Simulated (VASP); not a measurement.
A run of VASP 6.6.1 is set up as follows.

File INCAR:

```
PREC     = Accurate       # precision mode
ENCUT    = 520            # plane-wave cutoff, eV
EDIFF    = 1E-7           # SCF threshold, eV
ISMEAR   = -1             # smearing method
SIGMA    = 0.05           # smearing width, eV
LREAL    = F              # projectors in reciprocal space
LASPH    = T              # aspherical terms in the spheres
NELM     = 60             # most SCF steps
ALGO     = Normal         # electronic algorithm
ISIF     = 2              # what is computed and relaxed
LWAVE    = F              # write WAVECAR
LCHARG   = T              # write CHGCAR
GGA      = CA             # functional
LELF     = T              # ELF
LVHAR    = T            
NBANDS   = 30             # bands
```

KPOINTS

```
Automatic mesh
0
Gamma
  6 6 6
```

File POSCAR:

```
In3Se
1.0
    4.7388343927      0.0000000000      0.0000000000
    0.0000000000      4.7388343927      0.0000000000
    0.0000000000      0.0000000000      4.7388343927
In Se
3 1
Direct
    0.5000000000      0.5000000000      0.0000000000
    0.5000000000      0.0000000000      0.5000000000
    0.0000000000      0.5000000000      0.5000000000
    0.0000000000      0.0000000000      0.0000000000
```

Potentials or basis: VASP PAW LDA potentials, release 64 (In_d, Se).

Run with:

```bash
$ cat potpaw_LDA.64/In_d/POTCAR potpaw_LDA.64/Se/POTCAR > POTCAR
$ mpirun -np 1 vasp_std > vasp.out
```

Q: Estimate the pressure.

A: -3.1 GPa.
